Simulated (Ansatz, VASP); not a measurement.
Ti in VASP and in Ansatz

```
CELL_PARAMETERS angstrom
2.95000 0.00000 0.00000
-1.47500 2.55477 0.00000
0.00000 0.00000 4.68000
ATOMIC_POSITIONS crystal
Ti 0.33333 0.66667 0.25000
Ti 0.66667 0.33333 0.75000
```

Alike in both runs: task relaxation of cell and atoms; functional PBEsol; k mesh 13 × 13 × 7; occupations fermi-dirac, width 0.05 eV; no spin polarisation.

|  | VASP | Ansatz |
| --- | --- | --- |
| version | VASP 6.6.1 | Ansatz 0.2.0 |
| potentials or method | VASP PAW PBE potentials, release 64 (Ti_sv) | plane-wave PAW, scalar-relativistic |
| plane-wave cutoff (eV) | 500 | 420 |
| valence electrons in the cell | 24 | 24 |

Ansatz gave:

```
relaxed volume (Å³/atom)                                     : 16.73
relaxed cell length with the largest relative difference (Å) : 4.596
```

Problem. Which values does VASP return?

Solution. Relaxed volume (Å³/atom): 16.69; relaxed cell length with the largest relative difference (Å): 4.591.

VASP's potentials were made for PBE, not for PBEsol.
